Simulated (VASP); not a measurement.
Input of a VASP 6.6.1 run:

Contents of INCAR:

```
SYSTEM = Cs
PREC = Accurate ; ENCUT = 520
EDIFF = 1E-7 ; ISMEAR = -1
SIGMA = 0.05 ; LREAL = .False.
LASPH = .True. ; NELM = 100
ALGO = Normal ; ISIF = 2
LWAVE = .False. ; LCHARG = .True.
GGA = PE ; LELF = .True.
LVHAR = .True. ; NBANDS = 10
```

KPOINTS

```
Automatic mesh
0
Gamma
  9 9 9
  0 0 0
```

The input POSCAR:

```
Cs
1.0
   -3.0817797558      3.0817797558      3.0817797558
    3.0817797558     -3.0817797558      3.0817797558
    3.0817797558      3.0817797558     -3.0817797558
Cs
1
Direct
    0.0000000000      0.0000000000      0.0000000000
```

Potentials or basis: VASP PAW PBE potentials, release 64 (Cs_sv).

Run with:

```sh
$ cat potpaw_PBE.64/Cs_sv/POTCAR > POTCAR
$ mpirun -np 1 vasp_std > vasp.out
```

Problem. What does it give for the pressure?

Solution. 0.0 GPa.
